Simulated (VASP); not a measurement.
Write the native input for VASP 6.6.1 that does the following.

* Task: relaxation of cell and atoms
* Functional: PBEsol
* Potentials or basis: VASP PAW PBE potentials, release 64 (Cu)
* Cutoff: 600 eV
* k mesh: 26 × 26 × 26
* Occupations: fermi-dirac, width 0.05 eV
* Spin: no spin polarisation
* Target pressure: 2 GPa
* Dipole correction: no
* Further INCAR settings: ALGO = Normal; EDIFF = 1e-06; IBRION = 2; EDIFFG = -0.002; NSW = 100; ISIF = 3

The structure of Cu lies in POSCAR:

```
Cu
1.0
    0.0000000000      1.7816532797      1.7816532797
    1.7816532797      0.0000000000      1.7816532797
    1.7816532797      1.7816532797      0.0000000000
Cu
1
Direct
    0.0000000000      0.0000000000      0.0000000000
```

These files were run (other wordings do the same):

INCAR

```
SYSTEM = Cu
ALGO     = Normal         ! electronic algorithm
EDIFF    = 1E-6           ! SCF threshold, eV
EDIFFG   = -0.002         ! ionic threshold
ENCUT    = 600            ! plane-wave cutoff, eV
GGA      = PS             ! functional
IBRION   = 2              ! ionic algorithm
ISIF     = 3              ! what is computed and relaxed
ISMEAR   = -1             ! smearing method
LASPH    = .True.         ! aspherical terms in the spheres
LCHARG   = .False.        ! write CHGCAR
LREAL    = .False.        ! projectors in reciprocal space
LWAVE    = .False.        ! write WAVECAR
NELM     = 60             ! most SCF steps
NSW      = 100            ! ionic steps
PREC     = Accurate       ! precision mode
PSTRESS  = 20.0         
SIGMA    = 0.05           ! smearing width, eV
```

KPOINTS

```
k-points
0
Gamma
  26 26 26
  0 0 0
```

Potentials or basis: VASP PAW PBE potentials, release 64 (Cu).

Command:

```bash
$ cat potpaw_PBE.64/Cu/POTCAR > POTCAR
$ mpirun -np 1 vasp_std > vasp.out
```

It gave:

```yaml
Relaxed_volume: 11.23 Å³/atom
Relaxed_cell: a = 2.514 Å, b = 2.514 Å, c = 2.514 Å, α = 60.00°, β = 60.00°, γ = 60.00°
Space_group_after_relaxing_to_0.1_Å: Fm-3m (No. 225)
Energy_change_on_relaxing_the_run_minimises_the_enthalpy: +0.7 meV/atom
Ionic_steps: 6
Pressure_after_relaxing: 2.0 GPa
Band_gap_on_the_k_mesh: zero (an odd number of electrons rules out a gap without spin polarisation)
```

Caveat: the cell is relaxed towards a set pressure, so the run minimises the enthalpy, not the energy; the PAW data sets were made with another functional, which shifts forces and pressure a little.

Run time: 62 s on 1 thread of Intel(R) Xeon(R) 6975P-C (Granite Rapids) (shared host), peak memory 0.19 GiB.
